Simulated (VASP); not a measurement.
Here is a VASP 6.6.1 calculation.

INCAR

```
SYSTEM = Sc
PREC = Accurate ; ENCUT = 520
EDIFF = 1E-6 ; ISMEAR = 0
SIGMA = 0.05 ; LREAL = .False.
LASPH = .True. ; NELM = 60
ALGO = Normal ; ISIF = 2
LWAVE = .False. ; LCHARG = .True.
GGA = PS ; LELF = .True.
LVHAR = .True. ; NBANDS = 18
```

KPOINTS

```
regular mesh
0
Gamma
  7 7 4
  0 0 0
```

POSCAR

```
Sc
1.0
    3.3090000000      0.0000000000      0.0000000000
   -1.6545000000      2.8656780611      0.0000000000
    0.0000000000      0.0000000000      5.2733000000
Sc
2
Direct
    0.6691860000      0.3239330000      0.7463070000
    0.3351240000      0.6657790000      0.2468990000
```

Potentials or basis: VASP PAW PBE potentials, release 64 (Sc_sv).

Launch:

```bash
$ cat potpaw_PBE.64/Sc_sv/POTCAR > POTCAR
$ mpirun -np 1 vasp_std > vasp.out
```

Question: What does it give for the largest force?

Answer: 0.053 eV/Å.

Question: What does it give for the band gap on the k mesh?

Answer: Zero (bands 11 and 12 overlap by 1.31 eV).

Forces on the atoms (eV/Å):
```
Sc  -0.028  0.044  0.010
Sc   0.028 -0.044 -0.010
```

Caveat: the cell stands under tension; the PAW data sets were made with another functional, which shifts forces and pressure a little.
